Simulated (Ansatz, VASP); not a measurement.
# Two plane-wave programs on TaN

Contents of INCAR:

```
SYSTEM = TaN
ALGO = Normal ; EDIFF = 1E-6
ENCUT = 520 ; GGA = RP
ISIF = 2 ; ISMEAR = -1
LASPH = .True. ; LCHARG = .False.
LREAL = .False. ; LWAVE = .False.
NBANDS = 15 ; NELM = 80
PREC = Accurate ; SIGMA = 0.15
```

File KPOINTS:

```
k-points
0
Gamma
  9 9 8
  0 0 0
```

POSCAR

```
TaN
1.0
    3.0096866337      0.0000000000      0.0000000000
   -1.5048433169      2.6064828696      0.0000000000
    0.0000000000      0.0000000000      2.9533446443
Ta N
1 1
Direct
    0.3333333333      0.6666666667      0.5000000000
    0.0000000000      0.0000000000      0.0000000000
```

Input for Ansatz:

```yaml
crystal:
  lattice:
    - [3.0096866337273336, 0.0, 0.0]
    - [-1.5048433168636668, 2.6064828695901383, 0.0]
    - [0.0, 0.0, 2.953344644328081]
  atoms:
    - { symbol: Ta, position: [0.3333333333333333, 0.6666666666666666, 0.5] }
    - { symbol: "N", position: [0.0, 0.0, 0.0] }
accuracy: medium
kpoints:
  mp_grid:
    grid: [9, 9, 8]
hamiltonian:
  xc: rpbe
  pseudopotentials:
    kind: nc
scf:
  convergence:
    dr2_threshold: 1.0e-07
  occupations:
    method: fermi_dirac
    width: 0.15
output:
  stress: true
```

Alike in both runs: task single point; functional RPBE; k mesh 9 × 9 × 8; occupations fermi-dirac, width 0.15 eV; no spin polarisation.

|  | VASP | Ansatz |
| --- | --- | --- |
| version | VASP 6.6.1 | Ansatz 0.2.0 |
| potentials or method | VASP PAW PBE potentials, release 64 (Ta_pv, N) | plane waves, norm-conserving potentials |
| plane-wave cutoff (eV) | 520 | 1240 |
| valence electrons in the cell | 16 | 18 |

|  | VASP | Ansatz | Ansatz less VASP |
| --- | --- | --- | --- |
| pressure (GPa) | -12.7 | -13.6 | -0.88 |
| traceless stress, the component that is largest in VASP (GPa) | -0.31 | -0.38 | -0.066 |

VASP's potentials were made for PBE, not for RPBE. VASP's potentials hold 16 valence electrons a cell and Ansatz's 18, so a difference there can come from the potentials and not from the codes. Ansatz's warnings: near symmetry operations not taken, stress scf threshold loose.

Neither program's run includes spin-orbit coupling.
